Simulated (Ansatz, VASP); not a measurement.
## Two plane-wave programs on Al

Contents of POSCAR:

```
Al
1.0
    0.0000000000      1.9966927595      1.9966927595
    1.9966927595      0.0000000000      1.9966927595
    1.9966927595      1.9966927595      0.0000000000
Al
1
Direct
    0.0000000000      0.0000000000      0.0000000000
```

The input INCAR.step1:

```
SYSTEM = Al
  ALGO = Normal
  EDIFF = 1E-4
  ENCUT = 520
  GGA = PE
  ISMEAR = 1
  LASPH = .TRUE.
  LCHARG = .FALSE.
  LREAL = .FALSE.
  LWAVE = .TRUE.
  NBANDS = 8
  NELM = 80
  PREC = Accurate
  SIGMA = 0.2
```

File INCAR.step2:

```
SYSTEM = Al
  ALGO = Normal
  EDIFF = 1E-7
  ENCUT = 520
  ISIF = 2
  ISMEAR = 1
  ISTART = 1
  LASPH = .TRUE.
  LCHARG = .FALSE.
  LMIXTAU = .TRUE.
  LREAL = .FALSE.
  LWAVE = .FALSE.
  METAGGA = R2SCAN
  NBANDS = 8
  NELM = 80
  PREC = Accurate
  SIGMA = 0.2
```

Contents of KPOINTS:

```
k-points
0
G
  14 14 14
  0 0 0
```

Input for Ansatz:

```yaml
crystal:
  lattice:
    - [0.0, 1.9966927595, 1.9966927595]
    - [1.9966927595, 0.0, 1.9966927595]
    - [1.9966927595, 1.9966927595, 0.0]
  atoms:
    - { symbol: Al, position: [0.0, 0.0, 0.0] }
hamiltonian:
  xc: r2scan
  pseudopotentials:
    kind: paw
    azcp:
      Al: "pseudopotentials/Al.paw.azcp"
basis:
  ecutwfc: 500
  fft_grid_basis: typed
kpoints:
  mp_grid: { grid: [14, 14, 14], shift: [0, 0, 0] }
magnetization:
  spin_polarized: false
scf:
  occupations: { method: methfessel_paxton, width: 0.2 }
  lower_state_search: "off"
output:
  stress: true
  write_density: true
  write_potential: true
  elf: true
  volumetric_format: npy
```

Alike in both runs: task single point; functional r2SCAN; k mesh 14 × 14 × 14; occupations methfessel-paxton of order 1, width 0.2 eV; no spin polarisation.

|  | VASP | Ansatz |
| --- | --- | --- |
| version | VASP 6.6.1 | Ansatz 0.2.0 |
| potentials or method | VASP PAW PBE potentials, release 64 (Al), cutoff 520 eV | plane waves (500 eV) with PAW, scalar-relativistic |
| valence electrons in the cell | 3 | 3 |

Ansatz gave:

```
pressure (GPa) : -0.4
```

Q: What did VASP give for the same quantities?

A: Pressure (GPa): -0.7.

VASP's potentials were made for PBE, not for r2SCAN.
